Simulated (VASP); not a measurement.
# Ti4Al (Im-3m) in VASP: further runs

Ti4Al is run at these levels: PBE; tasks: single point, relaxation of cell and atoms.

All numbers are computed with VASP 6.6.1; they aren't measurements. Logs are shortened: lines on timing, memory, paths and dates and some standing lists are left out, and cuts for length are marked.

**1. The cell of the first run**

The structure is cubic, space group Im-3m (No. 229). The conventional cell has a = 5.219 Å, b = 5.219 Å, c = 5.219 Å, α = 90.00°, β = 90.00°, γ = 90.00°. Ti (site symmetry -3m) has 2 Al at 2.26 Å and 6 Ti at 2.61 Å within 3.0 Å. Al (site symmetry m-3m) has 8 Ti at 2.26 Å within 3.0 Å.

**2. Single point, PBE**

Contents of INCAR:

```
SYSTEM = Ti4Al
PREC = Accurate
ENCUT = 520
EDIFF = 1E-7
ISMEAR = 0
SIGMA = 0.1
LREAL = .False.
LASPH = .True.
NELM = 100
ALGO = Normal
ISIF = 2
LWAVE = .False.
LCHARG = .False.
GGA = PE
NBANDS = 34
```

Contents of KPOINTS:

```
Automatic mesh
0
Gamma
  6 6 6
  0 0 0
```

Contents of POSCAR:

```
Ti4Al
1.0
   -2.6094605700      2.6094605700      2.6094605700
    2.6094605700     -2.6094605700      2.6094605700
    2.6094605700      2.6094605700     -2.6094605700
Ti Al
4 1
Direct
    0.0000000000      0.0000000000      0.5000000000
    0.0000000000      0.5000000000      0.0000000000
    0.5000000000      0.0000000000      0.0000000000
    0.5000000000      0.5000000000      0.5000000000
    0.0000000000      0.0000000000      0.0000000000
```

Potentials or basis: VASP PAW PBE potentials, release 64 (Ti_sv, Al).

Started as:

```
cat potpaw_PBE.64/Ti_sv/POTCAR potpaw_PBE.64/Al/POTCAR > POTCAR
mpirun -np 1 vasp_std > vasp.out
```

OUTCAR:

```text
SYSTEM = Ti4Al
   PREC = Accurate
   ENCUT = 520
   EDIFF = 1E-7
   ISMEAR = 0
   LREAL = .False.
   LASPH = .True.
   NELM = 100
   ISIF = 2
   GGA = PE

 ion  position               nearest neighbor table
   1  0.000  0.000  0.500-   5 2.26   5 2.26   4 2.61   2 2.61   3 2.61   2 2.61   3 2.61   4 2.61

   2  0.000  0.500  0.000-   5 2.26   5 2.26   4 2.61   1 2.61   3 2.61   1 2.61   4 2.61   3 2.61

   3  0.500  0.000  0.000-   5 2.26   5 2.26   4 2.61   1 2.61   4 2.61   2 2.61   1 2.61   2 2.61

   4  0.500  0.500  0.500-   5 2.26   5 2.26   3 2.61   1 2.61   3 2.61   2 2.61   1 2.61   2 2.61

   5  0.000  0.000  0.000-   1 2.26   2 2.26   3 2.26   4 2.26   1 2.26   2 2.26   3 2.26   4 2.26

  LATTYP: Found a body centered cubic cell.
 ALAT       =     5.2189211400

  Lattice vectors:

 A1 = (  -2.6094605700,   2.6094605700,   2.6094605700)
 A2 = (   2.6094605700,  -2.6094605700,   2.6094605700)
 A3 = (   2.6094605700,   2.6094605700,  -2.6094605700)

Analysis of symmetry for initial positions (statically):
=====================================================================
 Subroutine PRICEL returns:
 Original cell was already a primitive cell.

 Routine SETGRP: Setting up the symmetry group for a
 body centered cubic supercell.

 Subroutine GETGRP returns: Found 48 space group operations
 (whereof 48 operations were pure point group operations)
 out of a pool of 48 trial point group operations.

The static configuration has the point symmetry O_h .

Analysis of symmetry for dynamics (positions and initial velocities):
=====================================================================
 Subroutine PRICEL returns:
 Original cell was already a primitive cell.

 Routine SETGRP: Setting up the symmetry group for a
 body centered cubic supercell.

 Subroutine GETGRP returns: Found 48 space group operations
 (whereof 48 operations were pure point group operations)
 out of a pool of 48 trial point group operations.

The dynamic configuration has the point symmetry O_h .

 Subroutine INISYM returns: Found 48 space group operations
 (whereof 48 operations are pure point group operations),
 and found     1 'primitive' translations

----------------------------------------------------------------------------------------

                                     Primitive cell

  volume of cell :      71.0742

  direct lattice vectors                    reciprocal lattice vectors
    -2.609460570  2.609460570  2.609460570     0.000000000  0.191610483  0.191610483
     2.609460570 -2.609460570  2.609460570     0.191610483  0.000000000  0.191610483
     2.609460570  2.609460570 -2.609460570     0.191610483  0.191610483  0.000000000

  length of vectors
     4.519718288  4.519718288  4.519718288     0.270978144  0.270978144  0.270978144

  position of ions in fractional coordinates (direct lattice)
     0.000000000  0.000000000  0.500000000
     0.000000000  0.500000000  0.000000000
     0.500000000  0.000000000  0.000000000
     0.500000000  0.500000000  0.500000000
     0.000000000  0.000000000  0.000000000

  ion indices of the primitive-cell ions
   primitive index   ion index
                 1           1
                 2           2
                 3           3
                 4           4
                 5           5

----------------------------------------------------------------------------------------

 KPOINTS: Automatic mesh

Automatic generation of k-mesh.
 Grid dimensions read from file:
 generate k-points for:    6    6    6

 Generating k-lattice:

  Cartesian coordinates                     Fractional coordinates (reciprocal lattice)
     0.000000000  0.031935080  0.031935080     0.166666667  0.000000000  0.000000000
     0.031935080  0.000000000  0.031935080     0.000000000  0.166666667  0.000000000
     0.031935080  0.031935080  0.000000000     0.000000000  0.000000000  0.166666667

  Length of vectors
     0.045163024  0.045163024  0.045163024

  Shift w.r.t. Gamma in fractional coordinates (k-lattice)
     0.000000000  0.000000000  0.000000000

 Subroutine IBZKPT returns following result:
 ===========================================

 Found     16 irreducible k-points:

 Following reciprocal coordinates:
            Coordinates               Weight
  0.000000  0.000000  0.000000      1.000000
  0.166667  0.000000  0.000000     12.000000
  0.333333  0.000000  0.000000     12.000000
  0.500000  0.000000  0.000000      6.000000
  0.166667  0.166667  0.000000     24.000000
  0.333333  0.166667  0.000000     48.000000
[... 8 lines left out ...]
  0.500000  0.500000  0.333333     12.000000
  0.500000  0.500000  0.500000      1.000000
   k-points           NKPTS =     16   k-points in BZ     NKDIM =     16   number of bands    NBANDS=     34
   number of dos      NEDOS =    301   number of ions     NIONS =      5
   total plane-waves  NPLWV =  46656
   dimension x,y,z NGX =    36 NGY =   36 NGZ =   36
   dimension x,y,z NGXF=    72 NGYF=   72 NGZF=   72
   ions per type =               4   1
   NGX,Y,Z   is equivalent  to a cutoff of  13.24, 13.24, 13.24 a.u.
   NGXF,Y,Z  is equivalent  to a cutoff of  26.48, 26.48, 26.48 a.u.
 SYSTEM =  Ti4Al
   PREC   = accura    normal or accurate (medium, high low for compatibility)
   ISTART =      0    job   : 0-new  1-cont  2-samecut
   ICHARG =      2    charge: 1-file 2-atom 10-const
   ISPIN  =      1    spin polarized calculation?
   LNONCOLLINEAR =      F non collinear calculations
   LSORBIT =      F    spin-orbit coupling
   LASPH  =      T    aspherical Exc in radial PAW
   ENCUT  =  520.0 eV  38.22 Ry    6.18 a.u.   8.40  8.40  8.40*2*pi/ulx,y,z
   NELM   =    100;   NELMIN=  2; NELMDL= -5     # of ELM steps
   EDIFF  = 0.1E-06   stopping-criterion for ELM
   LREAL  =      F    real-space projection
   EDIFFG = 0.1E-05   stopping-criterion for IOM
   NSW    =      0    number of steps for IOM
   IBRION =     -1    ionic relax: 0-MD 1-quasi-New 2-CG
   NFREE  =      0    steps in history (QN), initial steepest desc. (CG)
   ISIF   =      2    stress and relaxation
   ISYM   =      2    0-nonsym 1-usesym 2-fastsym
   POTIM  = 0.5000    time-step for ionic-motion
   TEBEG  =    0.0;   TEEND  =   0.0 temperature during run
   PSTRESS=    0.0 pullay stress
   NELECT =      51.0000    total number of electrons
   NUPDOWN=      -1.0000    fix difference up-down
   EMIN   =  10.00;   EMAX   =-10.00  energy-range for DOS
   EFERMI =   0.00;   METHOD = LEGACY
   ISMEAR =     0;   SIGMA  =   0.10  broadening in eV -4-tet -1-fermi 0-gaus
   EFERMI_NEDOS =   21; number of points for ismear=-14 and -15
   IALGO  =     38    algorithm
   IMIX   =      4    mixing-type and parameters
     AMIX     =   0.40;   BMIX     =  1.00
     AMIX_MAG =   1.60;   BMIX_MAG =  1.00
  volume/ion in A,a.u.               =      14.21        95.93
  Fermi-wavevector in a.u.,A,eV,Ry     =   1.465641  2.769659 29.226707  2.148102
  Thomas-Fermi vector in A             =   2.581473
   LORBIT       =      0    0 simple, 1 ext, 2 COOP (PROOUT), +10 PAW based schemes
   GGA     = PE    functional components
   LHFCALC =     F    Hartree Fock is set to
   AEXX    =    0.0000 exact exchange contribution
   IVDW    =     0    specifies the selected vdW correction
   LEPSILON=     F    determine dielectric tensor
   LRPA    =     F    only Hartree local field effects (RPA)
 non-spin polarized calculation
 Gauss-broadening in eV      SIGMA  =   0.10
  energy-cutoff  :      520.00
  volume of cell :       71.07
 maximum number of plane-waves:      1961
 NGX is ok and might be reduce to    36
   NGX = 17   NGY = 17   NGZ = 17

 number of electron      51.0000019 magnetization

 Free energy of the ion-electron system (eV)
  ---------------------------------------------------
  ext. energy  EPLUGINS =         0.00000000
  ---------------------------------------------------
  free energy    TOTEN  =       -27.44402749 eV

  energy without entropy =      -27.41381731  energy(sigma->0) =      -27.42892240

 E-fermi :   9.8457     XC(G=0): -11.9700

 val. band max:        9.8173354457   @ k =   0.5000   0.5000   0.1667
 cond. band min:       9.9114241956   @ k =   0.5000   0.5000   0.1667
 fundamental gap:      0.0940887499
 Fermi energy:         9.8456742180

 k-point     1 :       0.0000    0.0000    0.0000
  band No.  band energies     occupation
      1     -46.3189      2.00000
      2     -46.0285      2.00000
      3     -46.0285      2.00000
      4     -46.0285      2.00000
      5     -23.0328      2.00000
      6     -23.0328      2.00000
[... 26 lines left out ...]
     33      12.6270      0.00000
     34      12.6270      0.00000

 k-point     2 :       0.1667    0.0000    0.0000
  band No.  band energies     occupation
      1     -46.2992      2.00000
      2     -46.0477      2.00000
      3     -46.0291      2.00000
      4     -46.0291      2.00000
      5     -23.0173      2.00000
      6     -23.0107      2.00000
[... 26 lines left out ...]
     33      12.5800      0.00000
     34      13.2176      0.00000

 k-point     3 :       0.3333    0.0000    0.0000
  band No.  band energies     occupation
      1     -46.2455      2.00000
      2     -46.1002      2.00000
      3     -46.0304      2.00000
      4     -46.0301      2.00000
      5     -22.9971      2.00000
      6     -22.9842      2.00000
[... 26 lines left out ...]
     33      12.4983      0.00000
     34      12.7691      0.00000
[... 408 lines left out ...]
 k-point    15 :       0.5000    0.5000    0.3333
  band No.  band energies     occupation
      1     -46.1700      2.00000
      2     -46.1696      2.00000
      3     -46.1504      2.00000
      4     -45.9114      2.00000
      5     -23.2379      2.00000
      6     -22.9834      2.00000
[... 26 lines left out ...]
     33      12.3028      0.00000
     34      12.7169      0.00000

 k-point    16 :       0.5000    0.5000    0.5000
  band No.  band energies     occupation
      1     -46.1689      2.00000
      2     -46.1689      2.00000
      3     -46.1689      2.00000
      4     -45.8930      2.00000
      5     -23.2994      2.00000
      6     -23.0240      2.00000
[... 26 lines left out ...]
     33      12.1620      0.00000
     34      12.1620      0.00000

------------------------ aborting loop because EDIFF is reached ----------------------------------------

  FORCE on cell =-STRESS in cart. coord.  units (eV):
  Direction    XX          YY          ZZ          XY          YZ          ZX
  --------------------------------------------------------------------------------------
  -------------------------------------------------------------------------------------
  Total       23.1053448     23.1053448     23.1053448      0.0000000      0.0000000     -0.0000000
  in kB      520.8477924    520.8477924    520.8477924      0.0000000      0.0000000     -0.0000000
  external PRESSURE =     520.8477924 kB  Pullay stress =       0.0000000 kB

 VOLUME and BASIS-vectors are now :
 -----------------------------------------------------------------------------
  energy-cutoff  :      520.00
  volume of cell :       71.07
      direct lattice vectors                 reciprocal lattice vectors
    -2.609460570  2.609460570  2.609460570     0.000000000  0.191610483  0.191610483
     2.609460570 -2.609460570  2.609460570     0.191610483  0.000000000  0.191610483
     2.609460570  2.609460570 -2.609460570     0.191610483  0.191610483  0.000000000

 POSITION                                       TOTAL-FORCE (eV/Angst)
 -----------------------------------------------------------------------------------
      1.30473      1.30473     -1.30473         0.000000     -0.000000     -0.000000
      1.30473     -1.30473      1.30473        -0.000000      0.000000      0.000000
     -1.30473      1.30473      1.30473        -0.000000     -0.000000      0.000000
      1.30473      1.30473      1.30473         0.000000      0.000000     -0.000000
      0.00000      0.00000      0.00000         0.000000     -0.000000      0.000000
 -----------------------------------------------------------------------------------
    total drift:                               -0.000000     -0.000000      0.000000

  FREE ENERGIE OF THE ION-ELECTRON SYSTEM (eV)
  ---------------------------------------------------
  free  energy   TOTEN  =       -27.4440274906 eV

  energy  without entropy=      -27.4138173103  energy(sigma->0) =      -27.42892240
```

It took 21 s on 1 thread of Intel Xeon 6975P-C (Granite Rapids), shared host; peak memory 0.21 GiB.

What came out:

```yaml
Free_energy: -27.4440 eV
Pressure: 52.1 GPa
```

Levels at points of the mesh, in eV from the Fermi level:
```csv
k point,band 21,band 22,band 23,band 24,band 25,band 26,band 27,band 28,band 29,band 30
"(0.00, 0.00, 0.00)",-1.51,-1.51,-0.60,-0.60,-0.60,1.83,1.83,1.83,2.00,2.00
"(0.50, 0.00, 0.00)",-1.75,-1.25,-1.06,-0.27,-0.25,0.19,0.68,0.72,1.40,1.60
"(0.50, 0.50, 0.50)",-1.28,-1.28,-1.28,-0.66,-0.66,-0.66,-0.44,-0.44,1.72,1.72
```

**3. Single point, PBE**

This run uses another cell than the first one, of 20.32 Å³/atom, 1.430 times its volume.

Contents of INCAR:

```
PREC = Accurate
ENCUT = 520
EDIFF = 1E-7
ISMEAR = 0
SIGMA = 0.1
LREAL = False
LASPH = True
NELM = 80
ALGO = Normal
ISIF = 2
LWAVE = False
LCHARG = False
GGA = PE
NBANDS = 34
```

Contents of KPOINTS:

```
Automatic mesh
0
Gamma
  6 6 6
```

POSCAR: that of step 2 with these lines changed.

```diff
@@ -2,5 +2,5 @@
 1.0
-   -2.6094605700      2.6094605700      2.6094605700
-    2.6094605700     -2.6094605700      2.6094605700
-    2.6094605700      2.6094605700     -2.6094605700
+   -2.9395759871      2.9395759871      2.9395759871
+    2.9395759871     -2.9395759871      2.9395759871
+    2.9395759871      2.9395759871     -2.9395759871
 Ti Al
```

Potentials or basis: VASP PAW PBE potentials, release 64 (Ti_sv, Al).

Started as:

```
cat potpaw_PBE.64/Ti_sv/POTCAR potpaw_PBE.64/Al/POTCAR > POTCAR
mpirun -np 1 vasp_std > vasp.out
```

It took 51 s on 1 thread of Intel Xeon Platinum 8488C (Sapphire Rapids), shared host; peak memory 0.25 GiB.

Results (log left out):

- Free energy: -31.2766 eV
- Pressure: 0.3 GPa

Levels at points of the mesh, in eV from the Fermi level:
```csv
k point,band 22,band 23,band 24,band 25,band 26,band 27,band 28,band 29
"(0.00, 0.00, 0.00)",-0.86,-0.53,-0.53,-0.53,0.46,0.46,0.46,1.44
"(0.50, 0.00, 0.00)",-0.78,-0.68,-0.10,-0.01,0.01,0.23,0.51,0.87
"(0.50, 0.50, 0.50)",-0.81,-0.81,-0.58,-0.58,-0.34,-0.34,-0.34,1.25
```

(Part 1 of 2 ends here.)
